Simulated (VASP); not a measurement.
Write the native input for VASP 6.6.1 that does the following.

```yaml
Task: single point
Functional: PBE
Potentials_or_basis: VASP PAW PBE potentials, release 64 (Eu, S)
Cutoff: 600 eV
k_mesh: 8 × 8 × 8
Occupations: gaussian, width 0.05 eV
Spin: collinear spin, ferromagnetic start
Starting_moments: "[7.57, -0.07] μB"
Hubbard_terms: Eu f U = 6.0 eV
Dipole_correction: no
Further_INCAR_settings: ALGO = Normal; EDIFF = 1e-06; NBANDS = 22
```

The structure of EuS lies in POSCAR:

```
EuS
1.0
    0.0000000000      3.0325106733      3.0325106733
    3.0325106733      0.0000000000      3.0325106733
    3.0325106733      3.0325106733      0.0000000000
Eu S
1 1
Direct
    0.0000000000      0.0000000000      0.0000000000
    0.5000000000      0.5000000000      0.5000000000
```

One way to write it, as run:

INCAR

```
SYSTEM = EuS
ALGO = Normal ; EDIFF = 1E-6
ENCUT = 600 ; GGA = PE
GGA_COMPAT = .FALSE. ; ISIF = 2
ISMEAR = 0 ; ISPIN = 2
LASPH = .TRUE. ; LCHARG = .FALSE.
LDAU = .TRUE. ; LDAUJ = 0 0
LDAUL = 3 -1 ; LDAUPRINT = 1
LDAUTYPE = 2 ; LDAUU = 6 0
LMAXMIX = 6 ; LORBIT = 11
LREAL = .FALSE. ; LWAVE = .FALSE.
MAGMOM = 7.57 -0.07 ; NBANDS = 22
NELM = 200 ; PREC = Accurate
SIGMA = 0.05
```

KPOINTS

```
k-points
0
G
  8 8 8
  0 0 0
```

Potentials or basis: VASP PAW PBE potentials, release 64 (Eu, S).

The run is started by

```bash
$ cat potpaw_PBE.64/Eu/POTCAR potpaw_PBE.64/S/POTCAR > POTCAR
$ mpirun -np 1 vasp_std > vasp.out
```

Results of the run:

* Pressure: -1.5 GPa
* Band gap on the k mesh: 0.70 eV (least direct gap 0.96 eV)
* Net moment: 7.00 μB per cell
* Site moments: Eu +6.73; S -0.06 μB
* Valence electrons inside the program's atomic spheres: Eu 14.87; S 3.75

Caveat: spin-orbit coupling is left out, which moves the levels of the heavy elements; a cell with one magnetic atom can't hold antiferromagnetic order, which such compounds often take.

Run time: 52 s on 1 thread of Intel(R) Xeon(R) 6975P-C (Granite Rapids), on a shared host, peak memory 0.29 GiB.
